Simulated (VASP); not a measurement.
# BN (P6_3mc) in VASP: a series of runs

The runs below take BN through relaxation of shape and atoms at fixed volume, single point, with PBE.

All numbers are computed with VASP 6.6.1; they aren't measurements. Logs are shortened: lines on timing, memory, paths and dates and some standing lists are left out, and cuts for length are marked.

### Step 1. The cell of the first run

It takes space group P6_3mc (No. 186, hexagonal). Conventional cell: a = 2.580 Å, b = 2.580 Å, c = 4.266 Å, α = 90.00°, β = 90.00°, γ = 120.00°. Within 2.1 Å of B (site symmetry 3m) lie 4 N at 1.58 to 1.60 Å. N (site symmetry 3m) has 4 B at 1.58 to 1.60 Å within 2.1 Å.

### Step 2. Relaxation of shape and atoms at fixed volume, PBE (volume scaled by 1.03)

Input file INCAR:

```
PREC = Accurate
ENCUT = 600
EDIFF = 1E-6
ISMEAR = 0
SIGMA = 0.02
LREAL = F
LASPH = T
NELM = 60
ALGO = Normal
ISIF = 4
LWAVE = F
LCHARG = F
GGA = PE
IBRION = 2
NSW = 50
EDIFFG = -0.01
```

Input file KPOINTS:

```
regular mesh
0
Gamma
  12 12 6
```

Input file POSCAR:

```
BN
1.0
    2.5798746135      0.0000000000      0.0000000000
   -1.2899373068      2.2342369538      0.0000000000
    0.0000000000      0.0000000000      4.2663441333
B N
2 2
Direct
    0.6666666667      0.3333333333      0.9998058548
    0.3333333333      0.6666666667      0.4998058548
    0.6666666667      0.3333333333      0.6251941452
    0.3333333333      0.6666666667      0.1251941452
```

Potentials or basis: VASP PAW PBE potentials, release 64 (B, N).

On the command line:

```
cat potpaw_PBE.64/B/POTCAR potpaw_PBE.64/N/POTCAR > POTCAR
mpirun -np 1 vasp_std > vasp.out
```

OUTCAR:

```text
PREC = Accurate
   ENCUT = 600
   EDIFF = 1E-6
   ISMEAR = 0
   LREAL = F
   LASPH = T
   NELM = 60
   ISIF = 4
   GGA = PE
   IBRION = 2
   NSW = 50
   EDIFFG = -0.01

 ion  position               nearest neighbor table
   1  0.667  0.333  1.000-   4 1.58   4 1.58   4 1.58   3 1.60
   2  0.333  0.667  0.500-   3 1.58   3 1.58   3 1.58   4 1.60
   3  0.667  0.333  0.625-   2 1.58   2 1.58   2 1.58   1 1.60
   4  0.333  0.667  0.125-   1 1.58   1 1.58   1 1.58   2 1.60

  LATTYP: Found a hexagonal cell.
 ALAT       =     2.5798746135
 C/A-ratio  =     1.6537021261

  Lattice vectors:

 A1 = (   2.5798746135,   0.0000000000,   0.0000000000)
 A2 = (  -1.2899373068,   2.2342369538,   0.0000000000)
 A3 = (   0.0000000000,   0.0000000000,   4.2663441333)

Analysis of symmetry for initial positions (statically):
=====================================================================
 Subroutine PRICEL returns:
 Original cell was already a primitive cell.

 Routine SETGRP: Setting up the symmetry group for a
 hexagonal supercell.

 Subroutine GETGRP returns: Found 12 space group operations
 (whereof  6 operations were pure point group operations)
 out of a pool of 24 trial point group operations.

The static configuration has the point symmetry C_3v.
 The point group associated with its full space group is C_6v.

Analysis of symmetry for dynamics (positions and initial velocities):
=====================================================================
 Subroutine PRICEL returns:
 Original cell was already a primitive cell.

 Routine SETGRP: Setting up the symmetry group for a
 hexagonal supercell.

 Subroutine GETGRP returns: Found 12 space group operations
 (whereof  6 operations were pure point group operations)
 out of a pool of 24 trial point group operations.

The dynamic configuration has the point symmetry C_3v.
 The point group associated with its full space group is C_6v.

 Subroutine INISYM returns: Found 12 space group operations
 (whereof  6 operations are pure point group operations),
 and found     1 'primitive' translations

----------------------------------------------------------------------------------------

                                     Primitive cell

  volume of cell :      24.5914

  direct lattice vectors                    reciprocal lattice vectors
     2.579874613  0.000000000  0.000000000     0.387615737  0.223790050  0.000000000
    -1.289937307  2.234236954  0.000000000     0.000000000  0.447580100  0.000000000
     0.000000000  0.000000000  4.266344133     0.000000000  0.000000000  0.234392719

  length of vectors
     2.579874613  2.579874613  4.266344133     0.447580100  0.447580100  0.234392719

  position of ions in fractional coordinates (direct lattice)
     0.666666667  0.333333333  0.999805855
     0.333333333  0.666666667  0.499805855
     0.666666667  0.333333333  0.625194145
     0.333333333  0.666666667  0.125194145

  ion indices of the primitive-cell ions
   primitive index   ion index
                 1           1
                 2           2
                 3           3
                 4           4

----------------------------------------------------------------------------------------

 KPOINTS: regular mesh

Automatic generation of k-mesh.
 Grid dimensions read from file:
 generate k-points for:   12   12    6

 Generating k-lattice:

  Cartesian coordinates                     Fractional coordinates (reciprocal lattice)
     0.032301311  0.018649171  0.000000000     0.083333333 -0.000000000  0.000000000
     0.000000000  0.037298342  0.000000000     0.000000000  0.083333333  0.000000000
     0.000000000  0.000000000  0.039065453     0.000000000  0.000000000  0.166666667

  Length of vectors
     0.037298342  0.037298342  0.039065453

  Shift w.r.t. Gamma in fractional coordinates (k-lattice)
     0.000000000  0.000000000  0.000000000

 Subroutine IBZKPT returns following result:
 ===========================================

 Found     76 irreducible k-points:

 Following reciprocal coordinates:
            Coordinates               Weight
  0.000000  0.000000  0.000000      1.000000
  0.083333 -0.000000  0.000000      6.000000
  0.166667  0.000000  0.000000      6.000000
  0.250000  0.000000  0.000000      6.000000
  0.333333  0.000000  0.000000      6.000000
  0.416667  0.000000  0.000000      6.000000
[... 16 lines left out ...]
  0.250000  0.000000  0.166667     12.000000
  0.333333  0.000000  0.166667     12.000000
 [... further k-points ...]
   k-points           NKPTS =     76   k-points in BZ     NKDIM =     76   number of bands    NBANDS=     12
   number of dos      NEDOS =    301   number of ions     NIONS =      4
   total plane-waves  NPLWV =  20736
   dimension x,y,z NGX =    24 NGY =   24 NGZ =   36
   dimension x,y,z NGXF=    48 NGYF=   48 NGZF=   72
   ions per type =               2   2
   NGX,Y,Z   is equivalent  to a cutoff of  15.47, 15.47, 14.03 a.u.
   NGXF,Y,Z  is equivalent  to a cutoff of  30.93, 30.93, 28.06 a.u.
 SYSTEM =  unknown system
   PREC   = accura    normal or accurate (medium, high low for compatibility)
   ISTART =      0    job   : 0-new  1-cont  2-samecut
   ICHARG =      2    charge: 1-file 2-atom 10-const
   ISPIN  =      1    spin polarized calculation?
   LNONCOLLINEAR =      F non collinear calculations
   LSORBIT =      F    spin-orbit coupling
   LASPH  =      T    aspherical Exc in radial PAW
   ENCUT  =  600.0 eV  44.10 Ry    6.64 a.u.   5.15  5.15  8.52*2*pi/ulx,y,z
   NELM   =     60;   NELMIN=  2; NELMDL= -5     # of ELM steps
   EDIFF  = 0.1E-05   stopping-criterion for ELM
   LREAL  =      F    real-space projection
   EDIFFG = -.1E-01   stopping-criterion for IOM
   NSW    =     50    number of steps for IOM
   IBRION =      2    ionic relax: 0-MD 1-quasi-New 2-CG
   NFREE  =      1    steps in history (QN), initial steepest desc. (CG)
   ISIF   =      4    stress and relaxation
   ISYM   =      2    0-nonsym 1-usesym 2-fastsym
   POTIM  = 0.5000    time-step for ionic-motion
   TEBEG  =    0.0;   TEEND  =   0.0 temperature during run
   PSTRESS=    0.0 pullay stress
   NELECT =      16.0000    total number of electrons
   NUPDOWN=      -1.0000    fix difference up-down
   EMIN   =  10.00;   EMAX   =-10.00  energy-range for DOS
   EFERMI =   0.00;   METHOD = LEGACY
   ISMEAR =     0;   SIGMA  =   0.02  broadening in eV -4-tet -1-fermi 0-gaus
   EFERMI_NEDOS =   21; number of points for ismear=-14 and -15
   IALGO  =     38    algorithm
   IMIX   =      4    mixing-type and parameters
     AMIX     =   0.40;   BMIX     =  1.00
     AMIX_MAG =   1.60;   BMIX_MAG =  1.00
  volume/ion in A,a.u.               =       6.15        41.49
  Fermi-wavevector in a.u.,A,eV,Ry     =   1.418579  2.680726 27.379914  2.012367
  Thomas-Fermi vector in A             =   2.539690
   LORBIT       =      0    0 simple, 1 ext, 2 COOP (PROOUT), +10 PAW based schemes
   GGA     = PE    functional components
   LHFCALC =     F    Hartree Fock is set to
   AEXX    =    0.0000 exact exchange contribution
   IVDW    =     0    specifies the selected vdW correction
   LEPSILON=     F    determine dielectric tensor
   LRPA    =     F    only Hartree local field effects (RPA)
 conjugate gradient relaxation of ions
 non-spin polarized calculation
 Gauss-broadening in eV      SIGMA  =   0.02
  energy-cutoff  :      600.00
  volume of cell :       24.59
 maximum number of plane-waves:       837
 NGX is ok and might be reduce to    24
   NGX = 11   NGY = 11   NGZ = 17

--------------------------------------- Ionic step        1  -------------------------------------------

 number of electron      16.0000002 magnetization

 Free energy of the ion-electron system (eV)
  ---------------------------------------------------
  ext. energy  EPLUGINS =         0.00000000
  ---------------------------------------------------
  free energy    TOTEN  =       -34.81776116 eV

  energy without entropy =      -34.81776116  energy(sigma->0) =      -34.81776116

------------------------ aborting loop because EDIFF is reached ----------------------------------------

  FORCE on cell =-STRESS in cart. coord.  units (eV):
  Direction    XX          YY          ZZ          XY          YZ          ZX
  --------------------------------------------------------------------------------------
  -------------------------------------------------------------------------------------
  Total       -1.6097886     -1.6097886     -1.6300575      0.0000000     -0.0000000     -0.0000000
  in kB     -104.8807323   -104.8807323   -106.2012921      0.0000000     -0.0000000     -0.0000000
  external PRESSURE =    -105.3209189 kB  Pullay stress =       0.0000000 kB

 VOLUME and BASIS-vectors are now :
 -----------------------------------------------------------------------------
  energy-cutoff  :      600.00
  volume of cell :       24.59
      direct lattice vectors                 reciprocal lattice vectors
     2.579874613  0.000000000  0.000000000     0.387615737  0.223790050  0.000000000
    -1.289937307  2.234236954  0.000000000     0.000000000  0.447580100  0.000000000
     0.000000000  0.000000000  4.266344133     0.000000000  0.000000000  0.234392719
[... 39 lines left out ...]
 POSITION                                       TOTAL-FORCE (eV/Angst)
 -----------------------------------------------------------------------------------
      1.29004      0.74481      0.00016        -0.000000      0.000000     -0.022019
     -0.00000      1.48961      2.13299         0.000000      0.000000     -0.022019
      1.29004      0.74481      2.66587         0.000000     -0.000000      0.022019
     -0.00000      1.48961      0.53304         0.000000     -0.000000      0.022019
 -----------------------------------------------------------------------------------
    total drift:                                0.000000      0.000000      0.001584

  FREE ENERGIE OF THE ION-ELECTRON SYSTEM (eV)
  ---------------------------------------------------
  free  energy   TOTEN  =       -34.8177594968 eV

  energy  without entropy=      -34.8177594968  energy(sigma->0) =      -34.81775950

--------------------------------------- Ionic step        3  -------------------------------------------

 number of electron      16.0000002 magnetization

 Free energy of the ion-electron system (eV)
  ---------------------------------------------------
  ext. energy  EPLUGINS =         0.00000000
  ---------------------------------------------------
  free energy    TOTEN  =       -34.81778195 eV

  energy without entropy =      -34.81778195  energy(sigma->0) =      -34.81778195

 E-fermi :   7.2130     XC(G=0): -12.6164

 val. band max:        7.0609130830   @ k =   0.0000   0.0000   0.0000
 cond. band min:      12.3277332451   @ k =   0.3333   0.3333   0.0000
 fundamental gap:      5.2668201620
 Fermi energy:         7.2130181496

 k-point     1 :       0.0000    0.0000    0.0000
  band No.  band energies     occupation
      1     -12.8844      2.00000
      2      -8.9130      2.00000
      3      -3.4748      2.00000
      4       5.0215      2.00000
      5       5.0215      2.00000
      6       6.8236      2.00000
      7       7.0609      2.00000
      8       7.0609      2.00000
      9      15.2772      0.00000
     10      15.2772      0.00000
     11      15.4333      0.00000
     12      16.1114      0.00000

 k-point     2 :       0.0833   -0.0000    0.0000
  band No.  band energies     occupation
      1     -12.7382      2.00000
      2      -8.8018      2.00000
      3      -3.3292      2.00000
      4       4.3458      2.00000
      5       4.7515      2.00000
      6       6.4950      2.00000
      7       6.6815      2.00000
      8       6.9087      2.00000
      9      15.0046      0.00000
     10      15.5683      0.00000
     11      15.6958      0.00000
     12      16.6049      0.00000
[... 316 lines left out ...]
 k-point    24 :       0.3333    0.0000    0.1667
  band No.  band energies     occupation
      1     -10.5284      2.00000
      2      -7.9061      2.00000
      3      -1.4671      2.00000
      4      -0.0535      2.00000
      5       1.2461      2.00000
      6       2.9388      2.00000
      7       4.6862      2.00000
      8       5.2316      2.00000
      9      13.7742      0.00000
     10      15.2294      0.00000
     11      17.7428      0.00000
     12      17.7543      0.00000

 [... further k-points ...]
[... 5 lines left out ...]
  --------------------------------------------------------------------------------------
  -------------------------------------------------------------------------------------
  Total       -1.6147513     -1.6147513     -1.6165333      0.0000000     -0.0000000      0.0000000
  in kB     -105.2040635   -105.2040635   -105.3201635      0.0000000     -0.0000000      0.0000000
  external PRESSURE =    -105.2427635 kB  Pullay stress =       0.0000000 kB

 VOLUME and BASIS-vectors are now :
 -----------------------------------------------------------------------------
  energy-cutoff  :      600.00
  volume of cell :       24.59
      direct lattice vectors                 reciprocal lattice vectors
     2.579976396  0.000000000 -0.000000000     0.387600445  0.223781221  0.000000000
    -1.289988198  2.234325100  0.000000000    -0.000000000  0.447562443  0.000000000
     0.000000000 -0.000000000  4.266007518     0.000000000 -0.000000000  0.234411214

 POSITION                                       TOTAL-FORCE (eV/Angst)
 -----------------------------------------------------------------------------------
      1.28999      0.74478      4.26566        -0.000000     -0.000000      0.000060
     -0.00000      1.48955      2.13265         0.000000     -0.000000      0.000060
      1.28999      0.74478      2.66660        -0.000000      0.000000     -0.000060
     -0.00000      1.48955      0.53360         0.000000      0.000000     -0.000060
 -----------------------------------------------------------------------------------
    total drift:                                0.000000      0.000000      0.000240

  FREE ENERGIE OF THE ION-ELECTRON SYSTEM (eV)
  ---------------------------------------------------
  free  energy   TOTEN  =       -34.8177819453 eV

  energy  without entropy=      -34.8177819453  energy(sigma->0) =      -34.81778195

 reached required accuracy - stopping structural energy minimisation
```

It took 23 s on 1 thread of AMD EPYC 9R45 (Zen 5), shared host; peak memory 0.13 GiB.

Results:

- Free energy: -34.8178 eV
- Energy gained by relaxing: 0.0 meV/atom
- Ionic steps: 3
- Pressure after relaxing: -10.5 GPa
- Band gap on the k mesh: 5.27 eV, indirect (least direct gap 8.10 eV)

Final structure:
```yaml
crystal:
  lattice:
    - [2.57998, 0.00000, 0.00000]
    - [-1.28999, 2.23433, 0.00000]
    - [0.00000, 0.00000, 4.26601]
  atoms:
    - { symbol: B, position: [0.66667, 0.33333, 0.99992] }
    - { symbol: B, position: [0.33333, 0.66667, 0.49992] }
    - { symbol: N, position: [0.66667, 0.33333, 0.62508] }
    - { symbol: N, position: [0.33333, 0.66667, 0.12508] }
```

 A k mesh can miss the band edges.

### Step 3. Relaxation of shape and atoms at fixed volume, PBE (volume scaled by 1.06)

Input file INCAR:

```
SYSTEM = BN
  PREC = Accurate
  ENCUT = 600
  EDIFF = 1E-6
  ISMEAR = 0
  SIGMA = 0.02
  LREAL = .FALSE.
  LASPH = .TRUE.
  NELM = 80
  ALGO = Normal
  ISIF = 4
  LWAVE = .FALSE.
  LCHARG = .FALSE.
  GGA = PE
  IBRION = 2
  NSW = 50
  EDIFFG = -0.01
```

Input file KPOINTS:

```
regular mesh
0
G
  12 12 6
  0 0 0
```

Input file POSCAR:

```
BN
1.0
    2.6047808092      0.0000000000      0.0000000000
   -1.3023904046      2.2558063520      0.0000000000
    0.0000000000      0.0000000000      4.3070444634
B N
2 2
Direct
    0.6666666667      0.3333333333      0.9999286778
    0.3333333333      0.6666666667      0.4999286778
    0.6666666667      0.3333333333      0.6250713222
    0.3333333333      0.6666666667      0.1250713222
```

Potentials or basis: VASP PAW PBE potentials, release 64 (B, N).

On the command line:

```
cat potpaw_PBE.64/B/POTCAR potpaw_PBE.64/N/POTCAR > POTCAR
mpirun -np 1 vasp_std > vasp.out
```

It took 23 s on 1 thread of AMD EPYC 9R45 (Zen 5), shared host; peak memory 0.13 GiB.

It converged, with:

* Free energy: -34.7519 eV
* Energy gained by relaxing: 0.0 meV/atom
* Ionic steps: 3
* Pressure after relaxing: -19.6 GPa
* Band gap on the k mesh: 5.32 eV, indirect (least direct gap 7.95 eV)

Final structure:
```cif
data_structure
_symmetry_space_group_name_H-M 'P 1'
_symmetry_Int_Tables_number 1
_cell_length_a 2.6049
_cell_length_b 2.6049
_cell_length_c 4.3068
_cell_angle_alpha 90.000
_cell_angle_beta 90.000
_cell_angle_gamma 120.000
_cell_volume 25.31
loop_
_atom_site_label
_atom_site_type_symbol
_atom_site_fract_x
_atom_site_fract_y
_atom_site_fract_z
_atom_site_occupancy
B1 B 0.66667 0.33333 0.00004 1
B2 B 0.33333 0.66667 0.50004 1
N1 N 0.66667 0.33333 0.62496 1
N2 N 0.33333 0.66667 0.12496 1
```

Levels at points of the mesh, in eV from the valence-band top:
```tsv
k point	band 6	band 7	band 8	band 9	band 10	band 11
(0.00, 0.00, 0.00)	-0.21	0.00	0.00	8.10	8.10	8.18
(0.50, 0.00, 0.00)	-4.65	-4.06	-1.98	6.47	7.77	10.28
(0.00, 0.00, 0.50)	-1.09	-1.09	-1.09	8.86	8.86	9.57
(0.50, 0.00, 0.50)	-3.51	-3.33	-3.33	6.35	6.35	9.58
```

### Step 4. Relaxation of shape and atoms at fixed volume, PBE (volume scaled by 1.10)

Input file INCAR:

```
SYSTEM = BN
PREC = Accurate ; ENCUT = 600
EDIFF = 1E-6 ; ISMEAR = 0
SIGMA = 0.02 ; LREAL = .False.
LASPH = .True. ; NELM = 80
ALGO = Normal ; ISIF = 4
LWAVE = .False. ; LCHARG = .False.
GGA = PE ; IBRION = 2
NSW = 50 ; EDIFFG = -0.01
```

Input file KPOINTS:

```
regular mesh
0
Gamma
  12 12 6
  0 0 0
```

Input file POSCAR:

```
BN
1.0
    2.6370778614      0.0000000000      0.0000000000
   -1.3185389307      2.2837764197      0.0000000000
    0.0000000000      0.0000000000      4.3607645303
B N
2 2
Direct
    0.6666666667      0.3333333333      1.0000722743
    0.3333333333      0.6666666667      0.5000722743
    0.6666666667      0.3333333333      0.6249277257
    0.3333333333      0.6666666667      0.1249277257
```

On the command line:

```
cat potpaw_PBE.64/B/POTCAR potpaw_PBE.64/N/POTCAR > POTCAR
mpirun -np 1 vasp_std > vasp.out
```

It took 24 s on 1 thread of AMD EPYC 9R45 (Zen 5), shared host; peak memory 0.13 GiB.

It converged, with:

* Free energy: -34.6058 eV
* Energy gained by relaxing: 0.0 meV/atom
* Ionic steps: 3
* Pressure after relaxing: -29.9 GPa
* Band gap on the k mesh: 5.38 eV, indirect (least direct gap 7.75 eV)

Final structure:
```
B N
1.0
     2.63720    0.00000    0.00000
    -1.31860    2.28389    0.00000
     0.00000    0.00000    4.36034
B N
2 2
Direct
  0.66667 0.33333 0.00021
  0.33333 0.66667 0.50021
  0.66667 0.33333 0.62479
  0.33333 0.66667 0.12479
```

Levels at points of the mesh, in eV from the valence-band top:
```
           k point  band 6  band 7  band 8  band 9  band 10  band 11
(0.00, 0.00, 0.00)   -0.18    0.00    0.00    7.91     7.96     7.96
(0.50, 0.00, 0.00)   -4.47   -3.87   -1.91    6.34     7.66    10.10
(0.00, 0.00, 0.50)   -1.05   -1.05   -1.05    8.52     8.52     9.38
(0.50, 0.00, 0.50)   -3.38   -3.20   -3.20    6.20     6.20     9.32
```

 A k mesh can miss the band edges.

(Continued in part 2 of 2.)
